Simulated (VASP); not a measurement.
# Pt in VASP: single point with PBE+D3(BJ)

Aim: the single point of Pt with PBE+D3(BJ).

Everything below comes from runs of VASP 6.6.1. Logs are shortened: lines on timing, memory, paths and dates and some standing lists are left out, and cuts for length are marked.

### 1 The cell of the first run

The cell holds a slab with vacuum, 4 atoms: a = 2.778 Å, b = 2.778 Å, c = 23.805 Å, α = 90.00°, β = 90.00°, γ = 120.00°.

### 2 Single point, PBE+D3(BJ)

The input, INCAR:

```
PREC     = Accurate       # precision mode
ENCUT    = 520            # plane-wave cutoff, eV
EDIFF    = 1E-7           # SCF threshold, eV
ISMEAR   = 0              # smearing method
SIGMA    = 0.1            # smearing width, eV
LREAL    = F              # projectors in reciprocal space
LASPH    = T              # aspherical terms in the spheres
NELM     = 80             # most SCF steps
ALGO     = Normal         # electronic algorithm
ISIF     = 2              # what is computed and relaxed
LWAVE    = F              # write WAVECAR
LCHARG   = T              # write CHGCAR
LDIPOL   = T            
IDIPOL   = 3            
DIPOL    = 0.5 0.5 0.500
GGA      = PE             # functional
IVDW     = 12             # dispersion correction
LELF     = T              # ELF
LVHAR    = T            
LVACPOTAV= T            
NBANDS   = 28             # bands
```

The input, KPOINTS:

```
regular mesh
0
Gamma
  12 12 1
```

The input, POSCAR:

```
Pt
1.0
    2.7779442297      0.0000000000      0.0000000000
   -1.3889721148      2.4057702732      0.0000000000
    0.0000000000      0.0000000000     23.8045458966
Pt
4
Direct
    0.6666666667      0.3333333333      0.3570746544
    0.3333333333      0.6666666667      0.4523582181
    0.0000000000      0.0000000000      0.5470055036
    0.6666666667      0.3333333333      0.6433810915
```

Potentials or basis: VASP PAW PBE potentials, release 64 (Pt).

Command:

```
cat potpaw_PBE.64/Pt/POTCAR > POTCAR
mpirun -np 1 vasp_std > vasp.out
```

OUTCAR:

```text
PREC = Accurate
   ENCUT = 520
   EDIFF = 1E-7
   ISMEAR = 0
   LREAL = F
   LASPH = T
   NELM = 80
   ISIF = 2
   GGA = PE
   IVDW = 12
 IVDW          = 12

 ion  position               nearest neighbor table
   1  0.667  0.333  0.357-   2 2.78   2 2.78   2 2.78
   2  0.333  0.667  0.452-   3 2.77   3 2.77   3 2.77   1 2.78   1 2.78   1 2.78
   3  0.000  0.000  0.547-   2 2.77   2 2.77   2 2.77   4 2.80   4 2.80   4 2.80
   4  0.667  0.333  0.643-   3 2.80   3 2.80   3 2.80

  LATTYP: Found a hexagonal cell.
 ALAT       =     2.7779442297
 C/A-ratio  =     8.5691230379

  Lattice vectors:

 A1 = (   2.7779442297,   0.0000000000,   0.0000000000)
 A2 = (  -1.3889721148,   2.4057702732,   0.0000000000)
 A3 = (   0.0000000000,   0.0000000000,  23.8045458966)

Analysis of symmetry for initial positions (statically):
=====================================================================
 Subroutine PRICEL returns:
 Original cell was already a primitive cell.

 Routine SETGRP: Setting up the symmetry group for a
 hexagonal supercell.

 Subroutine GETGRP returns: Found  6 space group operations
 (whereof  6 operations were pure point group operations)
 out of a pool of 24 trial point group operations.

The static configuration has the point symmetry C_3v.

Analysis of symmetry for dynamics (positions and initial velocities):
=====================================================================
 Subroutine PRICEL returns:
 Original cell was already a primitive cell.

 Routine SETGRP: Setting up the symmetry group for a
 hexagonal supercell.

 Subroutine GETGRP returns: Found  6 space group operations
 (whereof  6 operations were pure point group operations)
 out of a pool of 24 trial point group operations.

The dynamic configuration has the point symmetry C_3v.

 Subroutine INISYM returns: Found  6 space group operations
 (whereof  6 operations are pure point group operations),
 and found     1 'primitive' translations

----------------------------------------------------------------------------------------

                                     Primitive cell

  volume of cell :     159.0881

  direct lattice vectors                    reciprocal lattice vectors
     2.777944230  0.000000000  0.000000000     0.359978429  0.207833643  0.000000000
    -1.388972115  2.405770273  0.000000000     0.000000000  0.415667286  0.000000000
     0.000000000  0.000000000 23.804545897     0.000000000  0.000000000  0.042008783

  length of vectors
     2.777944230  2.777944230 23.804545897     0.415667286  0.415667286  0.042008783

  position of ions in fractional coordinates (direct lattice)
     0.666666667  0.333333333  0.357074654
     0.333333333  0.666666667  0.452358218
     0.000000000  0.000000000  0.547005504
     0.666666667  0.333333333  0.643381091

  ion indices of the primitive-cell ions
   primitive index   ion index
                 1           1
                 2           2
                 3           3
                 4           4

----------------------------------------------------------------------------------------

 KPOINTS: regular mesh

Automatic generation of k-mesh.
 Grid dimensions read from file:
 generate k-points for:   12   12    1

 Generating k-lattice:

  Cartesian coordinates                     Fractional coordinates (reciprocal lattice)
     0.029998202  0.017319470  0.000000000     0.083333333  0.000000000  0.000000000
     0.000000000  0.034638940  0.000000000     0.000000000  0.083333333  0.000000000
     0.000000000  0.000000000  0.042008783     0.000000000  0.000000000  1.000000000

  Length of vectors
     0.034638940  0.034638940  0.042008783

  Shift w.r.t. Gamma in fractional coordinates (k-lattice)
     0.000000000  0.000000000  0.000000000

 Subroutine IBZKPT returns following result:
 ===========================================

 Found     19 irreducible k-points:

 Following reciprocal coordinates:
            Coordinates               Weight
  0.000000  0.000000  0.000000      1.000000
  0.083333  0.000000  0.000000      6.000000
  0.166667  0.000000  0.000000      6.000000
  0.250000  0.000000  0.000000      6.000000
  0.333333  0.000000  0.000000      6.000000
  0.416667  0.000000  0.000000      6.000000
[... 11 lines left out ...]
  0.333333  0.250000  0.000000     12.000000
  0.333333  0.333333  0.000000      2.000000
   k-points           NKPTS =     19   k-points in BZ     NKDIM =     19   number of bands    NBANDS=     28
   number of dos      NEDOS =    301   number of ions     NIONS =      4
   total plane-waves  NPLWV = 103680
   dimension x,y,z NGX =    24 NGY =   24 NGZ =  180
   dimension x,y,z NGXF=    48 NGYF=   48 NGZF=  360
   ions per type =               4
   NGX,Y,Z   is equivalent  to a cutoff of  14.36, 14.36, 12.57 a.u.
   NGXF,Y,Z  is equivalent  to a cutoff of  28.73, 28.73, 25.14 a.u.
 SYSTEM =  unknown system
   PREC   = accura    normal or accurate (medium, high low for compatibility)
   ISTART =      0    job   : 0-new  1-cont  2-samecut
   ICHARG =      2    charge: 1-file 2-atom 10-const
   ISPIN  =      1    spin polarized calculation?
   LNONCOLLINEAR =      F non collinear calculations
   LSORBIT =      F    spin-orbit coupling
   LASPH  =      T    aspherical Exc in radial PAW
   ENCUT  =  520.0 eV  38.22 Ry    6.18 a.u.   5.17  5.17 44.26*2*pi/ulx,y,z
   NELM   =     80;   NELMIN=  2; NELMDL= -5     # of ELM steps
   EDIFF  = 0.1E-06   stopping-criterion for ELM
   LREAL  =      F    real-space projection
   EDIFFG = 0.1E-05   stopping-criterion for IOM
   NSW    =      0    number of steps for IOM
   IBRION =     -1    ionic relax: 0-MD 1-quasi-New 2-CG
   NFREE  =      0    steps in history (QN), initial steepest desc. (CG)
   ISIF   =      2    stress and relaxation
   ISYM   =      2    0-nonsym 1-usesym 2-fastsym
   POTIM  = 0.5000    time-step for ionic-motion
   TEBEG  =    0.0;   TEEND  =   0.0 temperature during run
   PSTRESS=    0.0 pullay stress
   NELECT =      40.0000    total number of electrons
   NUPDOWN=      -1.0000    fix difference up-down
   EMIN   =  10.00;   EMAX   =-10.00  energy-range for DOS
   EFERMI =   0.00;   METHOD = LEGACY
   ISMEAR =     0;   SIGMA  =   0.10  broadening in eV -4-tet -1-fermi 0-gaus
   EFERMI_NEDOS =   21; number of points for ismear=-14 and -15
   IALGO  =     38    algorithm
   IMIX   =      4    mixing-type and parameters
     AMIX     =   0.40;   BMIX     =  1.00
     AMIX_MAG =   1.60;   BMIX_MAG =  1.00
  volume/ion in A,a.u.               =      39.77       268.39
  Fermi-wavevector in a.u.,A,eV,Ry     =   1.033274  1.952605 14.526339  1.067656
  Thomas-Fermi vector in A             =   2.167513
   LORBIT       =      0    0 simple, 1 ext, 2 COOP (PROOUT), +10 PAW based schemes
   GGA     = PE    functional components
   LHFCALC =     F    Hartree Fock is set to
   AEXX    =    0.0000 exact exchange contribution
   IVDW    =    12    specifies the selected vdW correction
   LEPSILON=     F    determine dielectric tensor
   LRPA    =     F    only Hartree local field effects (RPA)
 non-spin polarized calculation
 Gauss-broadening in eV      SIGMA  =   0.10
  energy-cutoff  :      520.00
  volume of cell :      159.09
 maximum number of plane-waves:      4317
 NGX is ok and might be reduce to    24
   NGX = 11   NGY = 11   NGZ = 89

 dipolmoment           0.000000      0.000000     -0.015062 electrons x Angstroem

 number of electron      40.0000001 magnetization

 dipolmoment           0.000000      0.000000      0.000364 electrons x Angstroem

 Free energy of the ion-electron system (eV)
  ---------------------------------------------------
  ext. energy  EPLUGINS =         0.00000000
  ---------------------------------------------------
  free energy    TOTEN  =       -23.24242483 eV

  energy without entropy =      -23.21281476  energy(sigma->0) =      -23.22761979

 E-fermi :   0.6747     XC(G=0):  -5.8941

 val. band max:        0.6016317348   @ k =   0.2500   0.0833   0.0000
 cond. band min:       0.6754925714   @ k =   0.0000   0.0000   0.0000
 fundamental gap:      0.0738608367
 Fermi energy:         0.6747095373

 k-point     1 :       0.0000    0.0000    0.0000
  band No.  band energies     occupation
      1      -8.8954      2.00000
      2      -7.5274      2.00000
      3      -6.3995      2.00000
      4      -6.3466      2.00000
      5      -3.1202      2.00000
      6      -2.9708      2.00000
[... 20 lines left out ...]
     27       6.1702      0.00000
     28       7.1686      0.00000

 k-point     2 :       0.0833    0.0000    0.0000
  band No.  band energies     occupation
      1      -8.6534      2.00000
      2      -7.2895      2.00000
      3      -6.1589      2.00000
      4      -6.1171      2.00000
      5      -3.2956      2.00000
      6      -3.2016      2.00000
[... 20 lines left out ...]
     27       6.3486      0.00000
     28       7.3550      0.00000

 k-point     3 :       0.1667    0.0000    0.0000
  band No.  band energies     occupation
      1      -7.9781      2.00000
      2      -6.6570      2.00000
      3      -5.5834      2.00000
      4      -5.4848      2.00000
      5      -3.7948      2.00000
      6      -3.5152      2.00000
[... 20 lines left out ...]
     27       6.9128      0.00000
     28       7.9123      0.00000

 k-point     4 :       0.2500    0.0000    0.0000
  band No.  band energies     occupation
      1      -7.0649      2.00000
      2      -5.9751      2.00000
      3      -5.2048      2.00000
      4      -4.8433      2.00000
      5      -4.3869      2.00000
      6      -3.7221      2.00000
[... 423 lines left out ...]
     27       8.9797      0.00000
     28       9.3801      0.00000

 k-point    18 :       0.3333    0.2500    0.0000
  band No.  band energies     occupation
      1      -5.1005      2.00000
      2      -4.9988      2.00000
      3      -4.5775      2.00000
      4      -4.2938      2.00000
      5      -4.1215      2.00000
      6      -3.8369      2.00000
[... 20 lines left out ...]
     27       8.1618      0.00000
     28       8.9734      0.00000

 k-point    19 :       0.3333    0.3333    0.0000
  band No.  band energies     occupation
      1      -4.7553      2.00000
      2      -4.7442      2.00000
      3      -4.7045      2.00000
      4      -4.1140      2.00000
      5      -4.0524      2.00000
      6      -3.8574      2.00000
[... 20 lines left out ...]
     27       8.2287      0.00000
     28       9.4072      0.00000

------------------------ aborting loop because EDIFF is reached ----------------------------------------

 Edisp (eV)   -2.30349

 E8    (eV) :    -1.0935

  FORCE on cell =-STRESS in cart. coord.  units (eV):
  Direction    XX          YY          ZZ          XY          YZ          ZX
  --------------------------------------------------------------------------------------
  -------------------------------------------------------------------------------------
  Total      -4.23625    -4.23625     0.26009    -0.00000     0.00000     0.00000
  in kB     -42.66336   -42.66336     2.61941    -0.00000     0.00000     0.00000
  external pressure =      -27.57 kB  Pullay stress =        0.00 kB

 VOLUME and BASIS-vectors are now :
 -----------------------------------------------------------------------------
  energy-cutoff  :      520.00
  volume of cell :      159.09
      direct lattice vectors                 reciprocal lattice vectors
     2.777944230  0.000000000  0.000000000     0.359978429  0.207833643  0.000000000
    -1.388972115  2.405770273  0.000000000     0.000000000  0.415667286  0.000000000
     0.000000000  0.000000000 23.804545897     0.000000000  0.000000000  0.042008783

 POSITION                                       TOTAL-FORCE (eV/Angst)
 -----------------------------------------------------------------------------------
      1.38897      0.80192      8.50000        -0.000000     -0.000000     -0.169460
     -0.00000      1.60385     10.76818        -0.000000      0.000000      0.186808
      0.00000      0.00000     13.02122        -0.000000     -0.000000     -0.008494
      1.38897      0.80192     15.31539         0.000000     -0.000000     -0.008854
 -----------------------------------------------------------------------------------
    total drift:                               -0.000000      0.000000      0.000327

  FREE ENERGIE OF THE ION-ELECTRON SYSTEM (eV)
  ---------------------------------------------------
  free  energy   TOTEN  =       -25.5459103571 eV

  energy  without entropy=      -25.5163002861  energy(sigma->0) =      -25.53110532

 vacuum level on the upper side and lower side of the slab         6.383         6.373
```

Run time: 4.6 min. Hardware: 1 thread of Intel Xeon 8259CL, shared host; peak memory 0.33 GiB.

What came out:

* Free energy: -25.5459 eV
* Largest force: 0.187 eV/Å
* Band gap on the k mesh: zero (bands 20 and 21 overlap by 1.45 eV)
* Dispersion energy per atom: -0.576 eV

Forces on the atoms (eV/Å):
```
Pt   0.000  0.000 -0.169
Pt   0.000  0.000  0.187
Pt   0.000  0.000 -0.008
Pt   0.000  0.000 -0.009
```

Caveat: spin-orbit coupling is left out, which moves the levels of the heavy elements.
